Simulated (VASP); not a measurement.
# HPb32Se32 (a cell with a defect) in VASP: single point with r2SCAN

Aim: the single point of HPb32Se32 (a cell with a defect) with r2SCAN.

Program: VASP 6.6.1. These are calculated values, not measurements. Logs are shortened: lines on timing, memory, paths and dates and some standing lists are left out, and cuts for length are marked.

**1. The cell of the first run**

The cell holds a defect, 65 atoms: a = 12.200 Å, b = 12.200 Å, c = 12.200 Å, α = 90.00°, β = 90.00°, γ = 90.00°.

**2. Single point, r2SCAN**

Input file POSCAR:

```
HPb32Se32
1.0
   12.2000000000      0.0000000000      0.0000000000
    0.0000000000     12.2000000000      0.0000000000
    0.0000000000      0.0000000000     12.2000000000
Se Pb H
32 32 1
Direct
    0.2493710000      0.9965510000      0.0000970000
    0.2520950000      0.9938920000      0.5000950000
    0.2471480000      0.4968650000      0.9999650000
    0.2402190000      0.4951430000      0.5001400000
    0.7490550000      0.9987810000      0.0002190000
    0.7508380000      0.0056750000      0.5000660000
    0.7467500000      0.4991730000      0.0001140000
    0.7372520000      0.5086750000      0.5001280000
    0.9980170000      0.2478900000      0.0000850000
    0.9971880000      0.2487670000      0.5000870000
    0.9992470000      0.7478290000      0.0000870000
    0.0059910000      0.7479160000      0.4999770000
    0.4980850000      0.2466480000      0.0001140000
    0.4980280000      0.2398960000      0.5002530000
    0.4992910000      0.7466080000      0.0002140000
    0.5035150000      0.7424080000      0.5002410000
    0.9993090000      0.9975520000      0.2505470000
    0.0001600000      0.9984270000      0.7497180000
    0.9956640000      0.4980060000      0.2501460000
    0.9964530000      0.4989290000      0.7491860000
    0.4994540000      0.9951310000      0.2507970000
    0.5004730000      0.9961510000      0.7493010000
    0.4954440000      0.4955410000      0.2505360000
    0.4964300000      0.4966670000      0.7479970000
    0.2475370000      0.2457690000      0.2504690000
    0.2483920000      0.2466370000      0.7496320000
    0.2498340000      0.7454480000      0.2509090000
    0.2507990000      0.7464870000      0.7494260000
    0.7470180000      0.2494510000      0.2509910000
    0.7479480000      0.2502380000      0.7500220000
    0.7493270000      0.7494680000      0.2522640000
    0.7504160000      0.7504580000      0.7497430000
    0.9996630000      0.9986150000      0.0003600000
    0.0039640000      0.0019010000      0.5004690000
    0.9960210000      0.4971190000      0.9992900000
    0.9897970000      0.4963750000      0.4992770000
    0.4993360000      0.9973740000      0.0002700000
    0.5043850000      0.0014840000      0.5005550000
    0.4964480000      0.4953230000      0.9985230000
    0.4819060000      0.4756730000      0.4978840000
    0.2471810000      0.2461420000      0.9996770000
    0.2439710000      0.2418920000      0.4996020000
    0.2484240000      0.7464780000      0.9998170000
    0.2443660000      0.7415200000      0.4995120000
    0.7487190000      0.2497960000      0.0007400000
    0.7494680000      0.2560820000      0.5008140000
    0.7504820000      0.7493430000      0.0014870000
    0.7701610000      0.7639490000      0.5019530000
    0.2491480000      0.9955750000      0.2493580000
    0.2502420000      0.9967090000      0.7507450000
    0.2446100000      0.4949680000      0.2476300000
    0.2458590000      0.4961080000      0.7512320000
    0.7497700000      0.9999970000      0.2488240000
    0.7508430000      0.0011820000      0.7524300000
    0.7453880000      0.4996030000      0.2498550000
    0.7461860000      0.5005210000      0.7501770000
    0.9969550000      0.2474910000      0.2484980000
    0.9983170000      0.2489040000      0.7515960000
    0.9992880000      0.7475990000      0.2466960000
    0.0008640000      0.7486890000      0.7535740000
    0.4971510000      0.2448740000      0.2465250000
    0.4982370000      0.2466200000      0.7534300000
    0.4992850000      0.7455730000      0.2444230000
    0.5001240000      0.7466860000      0.7558420000
    0.5926780000      0.6532270000      0.5004230000
```

Input file INCAR.step1:

```
SYSTEM = HPb32Se32
PREC = Accurate ; ENCUT = 440
ISMEAR = -1 ; SIGMA = 0.05
LREAL = Auto ; LASPH = .TRUE.
NELM = 120 ; NBANDS = 358
NELECT = 640.0 ; ISYM = -1
GGA = PE ; ALGO = Normal
EDIFF = 1E-5 ; LWAVE = .TRUE.
LCHARG = .FALSE. ; GGA_COMPAT = .FALSE.
KPAR = 1
```

Input file INCAR.step2:

```
SYSTEM = HPb32Se32
PREC = Accurate ; ENCUT = 440
EDIFF = 1E-6 ; ISMEAR = -1
SIGMA = 0.05 ; LREAL = Auto
LASPH = .TRUE. ; NELM = 120
ALGO = Normal ; ISIF = 2
LWAVE = .FALSE. ; LCHARG = .FALSE.
METAGGA = R2SCAN ; LMIXTAU = .TRUE.
NBANDS = 358 ; NELECT = 640.0
ISYM = -1 ; ISTART = 1
GGA_COMPAT = .FALSE. ; KPAR = 1
```

Input file KPOINTS:

```
explicit points
1
Reciprocal
  0.25000000   0.25000000   0.25000000 1
```

Potentials or basis: VASP PAW PBE potentials, release 64 (Se, Pb_d, H).

Started as:

```console
> cat potpaw_PBE.64/Se/POTCAR potpaw_PBE.64/Pb_d/POTCAR potpaw_PBE.64/H/POTCAR > POTCAR
> cp INCAR.step1 INCAR
> mpirun -np 4 vasp_std > vasp.out
> cp INCAR.step2 INCAR
> mpirun -np 4 vasp_std > vasp.out
```

OUTCAR:

```text
SYSTEM = HPb32Se32
   PREC = Accurate
   ENCUT = 440
   EDIFF = 1E-6
   ISMEAR = -1
   LREAL = Auto
   LASPH = .TRUE.
   NELM = 120
   ISIF = 2
   METAGGA = R2SCAN
   NELECT = 640.0
   ISYM = -1
   ISTART = 1

 ion  position               nearest neighbor table
   1  0.249  0.997  0.000-  49 3.04  50 3.04  41 3.05  33 3.05  37 3.05  43 3.05
   2  0.252  0.994  0.500-  42 3.03  34 3.03  50 3.06  49 3.06  38 3.08  44 3.08
   3  0.247  0.497  1.000-  51 3.02  52 3.03  39 3.04  43 3.05  41 3.06  35 3.06
   4  0.240  0.495  0.500-  40 2.96  44 3.01  36 3.06  52 3.06  51 3.08  42 3.09
   5  0.749  0.999  0.000-  54 3.02  53 3.03  47 3.04  37 3.05  33 3.06  45 3.06
   6  0.751  0.006  0.500-  48 2.96  38 3.01  46 3.06  53 3.07  54 3.08  34 3.09
   7  0.747  0.499  0.000-  35 3.04  45 3.04  55 3.05  56 3.05  47 3.05  39 3.05
   8  0.737  0.509  0.500-  56 3.05  55 3.06  36 3.08  46 3.09  48 3.14  40 3.14
   9  0.998  0.248  0.000-  57 3.03  58 3.03  41 3.04  35 3.04  33 3.04  45 3.04
  10  0.997  0.249  0.500-  42 3.01  34 3.01  36 3.02  46 3.02  58 3.07  57 3.07
  11  0.999  0.748  0.000-  60 3.01  59 3.01  47 3.04  43 3.04  35 3.06  33 3.06
  12  0.006  0.748  0.500-  48 2.88  44 2.91  36 3.08  59 3.09  60 3.09  34 3.10
  13  0.498  0.247  0.000-  61 3.01  62 3.01  39 3.03  37 3.04  45 3.06  41 3.06
  14  0.498  0.240  0.500-  40 2.88  38 2.91  46 3.07  62 3.09  61 3.10  42 3.10
  15  0.499  0.747  0.000-  63 2.98  64 2.98  37 3.06  43 3.06  47 3.06  39 3.07
  16  0.504  0.742  0.500-  65 1.54  64 3.12  63 3.12  38 3.16  44 3.16  48 3.26  40 3.26
  17  0.999  0.998  0.251-  53 3.04  49 3.05  57 3.05  59 3.05  34 3.05  33 3.05
  18  0.000  0.998  0.750-  34 3.04  54 3.04  60 3.05  50 3.05  58 3.06  33 3.06
  19  0.996  0.498  0.250-  51 3.04  36 3.04  59 3.05  55 3.05  57 3.06  35 3.06
  20  0.996  0.499  0.749-  52 3.04  60 3.05  36 3.05  58 3.05  35 3.05  56 3.05
  21  0.499  0.995  0.251-  63 3.05  61 3.05  38 3.05  49 3.05  53 3.05  37 3.06
  22  0.500  0.996  0.749-  38 3.04  64 3.04  50 3.05  54 3.06  62 3.06  37 3.06
[... 9 lines left out ...]
  32  0.750  0.750  0.750-  48 3.04  56 3.05  64 3.05  60 3.06  54 3.06  47 3.07
  33  1.000  0.999  0.000-   9 3.04   1 3.05  17 3.05   5 3.06  18 3.06  11 3.06
  34  0.004  0.002  0.500-  10 3.01   2 3.03  18 3.04  17 3.05   6 3.09  12 3.10  48 4.07
  35  0.996  0.497  0.999-   9 3.04   7 3.04  20 3.05  11 3.06  19 3.06   3 3.06
  36  0.990  0.496  0.499-  10 3.02  19 3.04  20 3.05   4 3.06  12 3.08   8 3.08
  37  0.499  0.997  0.000-  13 3.04   5 3.05   1 3.05  21 3.06  15 3.06  22 3.06
  38  0.504  0.001  0.501-  14 2.91   6 3.01  22 3.04  21 3.05   2 3.08  16 3.16
  39  0.496  0.495  0.999-  13 3.03   3 3.04   7 3.05  24 3.06  15 3.07  23 3.07
  40  0.482  0.476  0.498-  14 2.88   4 2.96  23 3.03  24 3.07   8 3.14  16 3.26  42 4.07
  41  0.247  0.246  1.000-   9 3.04   1 3.05  26 3.05   3 3.06  25 3.06  13 3.06
  42  0.244  0.242  0.500-  10 3.01   2 3.03  25 3.04  26 3.05   4 3.09  14 3.10  40 4.07
  43  0.248  0.746  1.000-  11 3.04   3 3.05   1 3.05  28 3.05  15 3.06  27 3.06
  44  0.244  0.742  0.500-  12 2.91   4 3.01  27 3.03  28 3.05   2 3.08  16 3.16
  45  0.749  0.250  0.001-   9 3.04   7 3.04  29 3.05  13 3.06  30 3.06   5 3.06
  46  0.749  0.256  0.501-  10 3.02  30 3.04  29 3.05   6 3.06  14 3.07   8 3.09
  47  0.750  0.749  0.001-  11 3.04   5 3.04   7 3.05  31 3.06  15 3.06  32 3.07
  48  0.770  0.764  0.502-  12 2.88   6 2.96  32 3.04  31 3.06   8 3.14  16 3.26  34 4.07
  49  0.249  0.996  0.249-   1 3.04  17 3.05  27 3.05  25 3.05  21 3.05   2 3.06
  50  0.250  0.997  0.751-   1 3.04  26 3.05  18 3.05  28 3.05  22 3.05   2 3.06
  51  0.245  0.495  0.248-   3 3.02  19 3.04  25 3.04  27 3.06  23 3.06   4 3.08
  52  0.246  0.496  0.751-   3 3.03  20 3.04  26 3.04  28 3.06  24 3.06   4 3.06
  53  0.750  1.000  0.249-   5 3.03  29 3.04  17 3.04  21 3.05  31 3.06   6 3.07
  54  0.751  0.001  0.752-   5 3.02  30 3.04  18 3.04  22 3.06  32 3.06   6 3.08
[... 8 lines left out ...]
  63  0.499  0.746  0.244-  15 2.98  27 3.04  21 3.05  23 3.05  31 3.05  16 3.12
  64  0.500  0.747  0.756-  15 2.98  28 3.04  22 3.04  24 3.05  32 3.05  16 3.12
  65  0.593  0.653  0.500-  16 1.54

IMPORTANT INFORMATION: All symmetrisations will be switched off!
NOSYMM: (Re-)initialisation of all symmetry stuff for point group C_1.

----------------------------------------------------------------------------------------

                                     Primitive cell

  volume of cell :    1815.8480

  direct lattice vectors                    reciprocal lattice vectors
    12.200000000  0.000000000  0.000000000     0.081967213  0.000000000  0.000000000
     0.000000000 12.200000000  0.000000000     0.000000000  0.081967213  0.000000000
     0.000000000  0.000000000 12.200000000     0.000000000  0.000000000  0.081967213

  length of vectors
    12.200000000 12.200000000 12.200000000     0.081967213  0.081967213  0.081967213

  position of ions in fractional coordinates (direct lattice)
     0.249371000  0.996551000  0.000097000
     0.252095000  0.993892000  0.500095000
     0.247148000  0.496865000  0.999965000
     0.240219000  0.495143000  0.500140000
     0.749055000  0.998781000  0.000219000
     0.750838000  0.005675000  0.500066000
[... 57 lines left out ...]
     0.500124000  0.746686000  0.755842000
     0.592678000  0.653227000  0.500423000

  ion indices of the primitive-cell ions
   primitive index   ion index
                 1           1
                 2           2
                 3           3
                 4           4
                 5           5
                 6           6
[... 57 lines left out ...]
                64          64
                65          65

----------------------------------------------------------------------------------------

 KPOINTS: explicit points

Read explicit list of k-points.

 Found      1 k-points:

 Following reciprocal coordinates:
            Coordinates               Weight
  0.250000  0.250000  0.250000      1.000000
   k-points           NKPTS =      1   k-points in BZ     NKDIM =      1   number of bands    NBANDS=    360
   number of dos      NEDOS =    301   number of ions     NIONS =     65
   total plane-waves  NPLWV = 592704
   dimension x,y,z NGX =    84 NGY =   84 NGZ =   84
   dimension x,y,z NGXF=   168 NGYF=  168 NGZF=  168
   ions per type =              32  32   1
   NGX,Y,Z   is equivalent  to a cutoff of  11.45, 11.45, 11.45 a.u.
   NGXF,Y,Z  is equivalent  to a cutoff of  22.89, 22.89, 22.89 a.u.
 SYSTEM =  HPb32Se32
   PREC   = accura    normal or accurate (medium, high low for compatibility)
   ISTART =      1    job   : 0-new  1-cont  2-samecut
   ICHARG =      0    charge: 1-file 2-atom 10-const
   ISPIN  =      1    spin polarized calculation?
   LNONCOLLINEAR =      F non collinear calculations
   LSORBIT =      F    spin-orbit coupling
   LASPH  =      T    aspherical Exc in radial PAW
   ENCUT  =  440.0 eV  32.34 Ry    5.69 a.u.  20.87 20.87 20.87*2*pi/ulx,y,z
   NELM   =    120;   NELMIN=  2; NELMDL=  0     # of ELM steps
   EDIFF  = 0.1E-05   stopping-criterion for ELM
   LREAL  =      T    real-space projection
   EDIFFG = 0.1E-04   stopping-criterion for IOM
   NSW    =      0    number of steps for IOM
   IBRION =     -1    ionic relax: 0-MD 1-quasi-New 2-CG
   NFREE  =      0    steps in history (QN), initial steepest desc. (CG)
   ISIF   =      2    stress and relaxation
   ISYM   =     -1    0-nonsym 1-usesym 2-fastsym
   POTIM  = 0.5000    time-step for ionic-motion
   TEBEG  =    0.0;   TEEND  =   0.0 temperature during run
   PSTRESS=    0.0 pullay stress
   NELECT =     640.0000    total number of electrons
   NUPDOWN=      -1.0000    fix difference up-down
   EMIN   =  10.00;   EMAX   =-10.00  energy-range for DOS
   EFERMI =   0.00;   METHOD = LEGACY
   ISMEAR =    -1;   SIGMA  =   0.05  broadening in eV -4-tet -1-fermi 0-gaus
   EFERMI_NEDOS =   21; number of points for ismear=-14 and -15
   IALGO  =     38    algorithm
   IMIX   =      4    mixing-type and parameters
     AMIX     =   0.40;   BMIX     =  1.00
     AMIX_MAG =   1.60;   BMIX_MAG =  1.00
  volume/ion in A,a.u.               =      27.94       188.52
  Fermi-wavevector in a.u.,A,eV,Ry     =   1.156401  2.185280 18.194560  1.337262
  Thomas-Fermi vector in A             =   2.293021
   LORBIT       =      0    0 simple, 1 ext, 2 COOP (PROOUT), +10 PAW based schemes
   METAGGA = R2SCAN    functional components
   LHFCALC =     F    Hartree Fock is set to
   AEXX    =    0.0000 exact exchange contribution
   IVDW    =     0    specifies the selected vdW correction
   LEPSILON=     F    determine dielectric tensor
   LRPA    =     F    only Hartree local field effects (RPA)
 non-spin polarized calculation
  energy-cutoff  :      440.00
  volume of cell :     1815.85
 maximum number of plane-waves:     38007
 NGX is ok and might be reduce to    84
   NGX = 41   NGY = 41   NGZ = 41

 number of electron     639.9999991 magnetization

 Free energy of the ion-electron system (eV)
  ---------------------------------------------------
  ext. energy  EPLUGINS =         0.00000000
  ---------------------------------------------------
  free energy    TOTEN  =     -2309.60875643 eV

  energy without entropy =    -2309.60875578  energy(sigma->0) =    -2309.60875610

 E-fermi :   5.4208     XC(G=0): -10.1184

 val. band max:        4.6009174780   @ k =   0.2500   0.2500   0.2500
 cond. band min:       6.1957238248   @ k =   0.2500   0.2500   0.2500
 fundamental gap:      1.5948063468
 Fermi energy:         5.4208166838

 k-point     1 :       0.2500    0.2500    0.2500
  band No.  band energies     occupation
      1     -12.6723      2.00000
      2     -12.6464      2.00000
      3     -12.6213      2.00000
      4     -12.6043      2.00000
      5     -12.5987      2.00000
      6     -12.5854      2.00000
[... 324 lines left out ...]
    331       7.0398      0.00000
    332       7.0501      0.00000
 [bands above 332 left out]

------------------------ aborting loop because EDIFF is reached ----------------------------------------

  FORCE on cell =-STRESS in cart. coord.  units (eV):
  Direction    XX          YY          ZZ          XY          YZ          ZX
  --------------------------------------------------------------------------------------
  -------------------------------------------------------------------------------------
  Total       16.1957052     16.1975584     15.4791510      1.8567248     -0.1999157     -0.2054163
  in kB       14.2899580     14.2915932     13.6577207      1.6382442     -0.1763917     -0.1812450
  external PRESSURE =      14.0797573 kB  Pullay stress =       0.0000000 kB

 VOLUME and BASIS-vectors are now :
 -----------------------------------------------------------------------------
  energy-cutoff  :      440.00
  volume of cell :     1815.85
      direct lattice vectors                 reciprocal lattice vectors
    12.200000000  0.000000000  0.000000000     0.081967213  0.000000000  0.000000000
     0.000000000 12.200000000  0.000000000     0.000000000  0.081967213  0.000000000
     0.000000000  0.000000000 12.200000000     0.000000000  0.000000000  0.081967213

 POSITION                                       TOTAL-FORCE (eV/Angst)
 -----------------------------------------------------------------------------------
      3.04233     12.15792      0.00118        -0.001306      0.000392     -0.000001
      3.07556     12.12548      6.10116        -0.012192      0.010581     -0.000069
      3.01521      6.06175     12.19957        -0.002542     -0.003570     -0.000780
      2.93067      6.04074      6.10171        -0.011183     -0.003701     -0.004872
      9.13847     12.18513      0.00267         0.002611      0.002154      0.000472
      9.16022      0.06923      6.10081         0.003153      0.011645      0.003267
[... 57 lines left out ...]
      6.10151      9.10957      9.22127         0.002765     -0.001485      0.013333
      7.23067      7.96937      6.10516        -0.287402      0.285535     -0.000246
 -----------------------------------------------------------------------------------
    total drift:                                0.004543      0.023136     -0.005192

  FREE ENERGIE OF THE ION-ELECTRON SYSTEM (eV)
  ---------------------------------------------------
  free  energy   TOTEN  =     -2309.6087564281 eV

  energy  without entropy=    -2309.6087557800  energy(sigma->0) =    -2309.60875610
```

Run time: 28 min. Hardware: 4 MPI ranks of Intel Xeon Platinum 8259CL at 2.50GHz (Skylake/Cascade Lake), shared host; peak memory 0.58 GiB.

What came out:

```yaml
Free_energy: -2309.6088 eV
Largest_force: 0.405 eV/Å
```

Forces in eV/Å, atoms in the order of the input:
```
Se  -0.001  0.000  0.000
Se  -0.012  0.011  0.000
Se  -0.003 -0.004 -0.001
Se  -0.011 -0.004 -0.005
Se   0.003  0.002  0.000
Se   0.003  0.012  0.003
Se   0.001 -0.002  0.000
Se   0.029 -0.029 -0.001
Se   0.001  0.000  0.000
Se   0.004 -0.005  0.000
Se   0.001  0.002  0.001
Se   0.010  0.003  0.001
Se  -0.002 -0.001 -0.001
Se  -0.003 -0.011 -0.002
Se   0.000 -0.001 -0.002
Se   0.272 -0.274 -0.001
Se   0.000  0.002 -0.001
Se   0.001  0.001  0.003
Se   0.001 -0.005 -0.004
Se   0.001 -0.005  0.005
Se  -0.001  0.002 -0.004
Se  -0.004  0.002  0.005
Se   0.000 -0.004 -0.006
Se  -0.003 -0.005  0.004
Se  -0.002 -0.002 -0.003
Se  -0.002 -0.001  0.002
Se  -0.002  0.004 -0.005
Se  -0.003  0.002  0.004
Se   0.004 -0.001 -0.004
Se   0.004  0.000  0.005
Se   0.005  0.004 -0.007
Se   0.001  0.002  0.003
Pb   0.000  0.000 -0.001
Pb   0.002  0.005 -0.001
Pb   0.001  0.001  0.001
Pb   0.005  0.005  0.003
Pb  -0.001  0.002  0.000
Pb  -0.005  0.021 -0.002
Pb   0.004  0.005  0.004
Pb   0.009 -0.012  0.010
Pb   0.001  0.002  0.002
Pb  -0.005 -0.003  0.003
Pb   0.000  0.004  0.001
Pb  -0.021  0.002  0.003
Pb  -0.002  0.000 -0.002
Pb  -0.003 -0.007 -0.003
Pb  -0.003 -0.004 -0.004
Pb   0.016 -0.010 -0.005
Pb   0.002  0.000  0.001
Pb   0.000  0.002  0.000
Pb   0.002  0.004  0.000
Pb   0.001  0.002  0.000
Pb  -0.001 -0.001  0.001
Pb  -0.004  0.000 -0.002
Pb  -0.002  0.003  0.009
Pb  -0.002  0.001 -0.007
Pb   0.001  0.004  0.002
Pb  -0.002  0.000 -0.002
Pb   0.001 -0.001 -0.001
Pb  -0.002 -0.003  0.001
Pb   0.002  0.001 -0.004
Pb   0.001 -0.001  0.002
Pb  -0.002  0.000 -0.012
Pb   0.003 -0.001  0.013
H   -0.287  0.286  0.000
```

Levels at points of the mesh, in eV from the Fermi level:
| k point | band 318 | band 319 | band 320 | band 321 | band 322 | band 323 |
| --- | --- | --- | --- | --- | --- | --- |
| (0.25, 0.25, 0.25) | -0.86 | -0.84 | -0.82 | 0.77 | 1.00 | 1.11 |

Caveat: the cell carries a net charge on a neutralising background, which shifts energy and pressure; the cell is charged against a uniform background, so pressure and absolute levels hang on convention; the PAW data sets were made with another functional, which shifts forces and pressure a little; spin-orbit coupling is left out, which moves the levels of the heavy elements.
